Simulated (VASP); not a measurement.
A run of VASP 6.6.1 is set up as follows.

POSCAR

```
Ga
1.0
   -1.4040000000      1.4040000000      2.2290000000
    1.4040000000     -1.4040000000      2.2290000000
    1.4040000000      1.4040000000     -2.2290000000
Ga
1
Direct
    0.0000000000      0.0000000000      0.0000000000
```

The input INCAR.step1:

```
  PREC = Accurate
  ENCUT = 600
  ISMEAR = -1
  SIGMA = 0.15
  LREAL = False
  LASPH = True
  NELM = 60
  GGA = PE
  ALGO = Normal
  EDIFF = 1E-4
  LWAVE = True
  LCHARG = False
```

The input INCAR.step2:

```
  PREC = Accurate
  ENCUT = 600
  EDIFF = 1E-7
  ISMEAR = -1
  SIGMA = 0.15
  LREAL = False
  LASPH = True
  NELM = 60
  ALGO = Normal
  ISIF = 4
  LWAVE = False
  LCHARG = False
  METAGGA = R2SCAN
  LMIXTAU = True
  IBRION = 2
  NSW = 80
  EDIFFG = -0.01
  ISTART = 1
```

File KPOINTS:

```
regular mesh
0
Gamma
  11 11 11
```

Potentials or basis: VASP PAW PBE potentials, release 64 (Ga_d).

Run with:

```console
$ cat potpaw_PBE.64/Ga_d/POTCAR > POTCAR
$ cp INCAR.step1 INCAR
$ mpirun -np 1 vasp_std > vasp.out
$ cp INCAR.step2 INCAR
$ mpirun -np 1 vasp_std > vasp.out
```

Q: What does it give for the band gap on the k mesh?

A: Zero (an odd number of electrons rules out a gap without spin polarisation).

Final structure:
```xyz
1
Lattice="-1.4040 1.4040 2.2290 1.4040 -1.4040 2.2290 1.4040 1.4040 -2.2290" Properties=species:S:1:pos:R:3 pbc="T T T"
Ga    0.0000    0.0000    0.0000
```
